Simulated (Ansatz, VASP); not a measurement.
**One calculation of Rh, two programs**

```
CELL_PARAMETERS angstrom
0.00000 1.90155 1.90155
1.90155 0.00000 1.90155
1.90155 1.90155 0.00000
ATOMIC_POSITIONS crystal
Rh 0.00000 0.00000 0.00000
```

Alike in both runs: task single point; functional LDA; k mesh 16 × 16 × 16; occupations fermi-dirac, width 0.08 eV; no spin polarisation.

```csv
,VASP,Ansatz
version,VASP 6.6.1,Ansatz 0.2.0
potentials or method,"VASP PAW LDA potentials, release 64 (Rh_pv), cutoff 520 eV","all-electron LAPW, scalar-relativistic"
```

|  | VASP | Ansatz | Ansatz less VASP |
| --- | --- | --- | --- |
| pressure (GPa) | -10.2 | -11.0 | -0.78 |

LDA's correlation is that of Perdew and Zunger in VASP and of Perdew and Wang (1992) in Ansatz. Ansatz ran all-electron here, and VASP with PAW potentials.
